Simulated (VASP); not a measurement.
Set up this calculation in VASP 6.6.1, as the native input.

```yaml
Task: single point
Functional: PBE
Potentials_or_basis: VASP PAW PBE potentials, release 64 (Sc_sv, I, Cl)
Cutoff: 520 eV
k_mesh: 6 × 6 × 2
Occupations: gaussian, width 0.1 eV
Spin: no spin polarisation
Dipole_correction: no
Further_INCAR_settings: ALGO = Normal; EDIFF = 1e-07; NBANDS = 24
```

The structure of ScI2Cl lies in POSCAR:

```
ScI2Cl
1.0
    4.4791789700      0.0000000000      0.0000000000
   -2.2395894800      3.8790827800      0.0000000000
    0.0000000000      0.0000000000      7.6301401000
Sc I Cl
1 2 1
Direct
    0.0000000000      0.0000000000      0.5000000000
    0.0000000000      0.0000000000      0.2588451200
    0.0000000000      0.0000000000      0.7411548800
    0.0000000000      0.0000000000      0.0000000000
```

One way to write it, as run:

INCAR

```
PREC     = Accurate       # precision mode
ENCUT    = 520            # plane-wave cutoff, eV
EDIFF    = 1E-7           # SCF threshold, eV
ISMEAR   = 0              # smearing method
SIGMA    = 0.1            # smearing width, eV
LREAL    = False          # projectors in reciprocal space
LASPH    = True           # aspherical terms in the spheres
NELM     = 80             # most SCF steps
ALGO     = Normal         # electronic algorithm
ISIF     = 2              # what is computed and relaxed
LWAVE    = False          # write WAVECAR
LCHARG   = True           # write CHGCAR
GGA      = PE             # functional
LELF     = True           # ELF
LVHAR    = True         
NBANDS   = 24             # bands
```

KPOINTS

```
Automatic mesh
0
Gamma
  6 6 2
```

Potentials or basis: VASP PAW PBE potentials, release 64 (Sc_sv, I, Cl).

Command:

```sh
$ cat potpaw_PBE.64/Sc_sv/POTCAR potpaw_PBE.64/I/POTCAR potpaw_PBE.64/Cl/POTCAR > POTCAR
$ mpirun -np 1 vasp_std > vasp.out
```

It gave:

```json
{
 "Pressure": "70.4 GPa",
 "Largest force": "11.400 eV/Å",
 "Band gap on the k mesh": "zero (band 16 reaches 5.92 eV, above the bottom of band 17 at 5.56 eV)"
}
```

Caveat: the k points lie up to 0.41 Å⁻¹ apart; spin-orbit coupling is left out, which moves the levels of the heavy elements; forces of over 1 eV/Å act on the atoms, so gaps and moduli don't describe the material at rest.

It took 31 s on 1 thread of Intel(R) Xeon(R) 6975P-C (Granite Rapids), with other jobs on the host, peak memory 0.28 GiB.
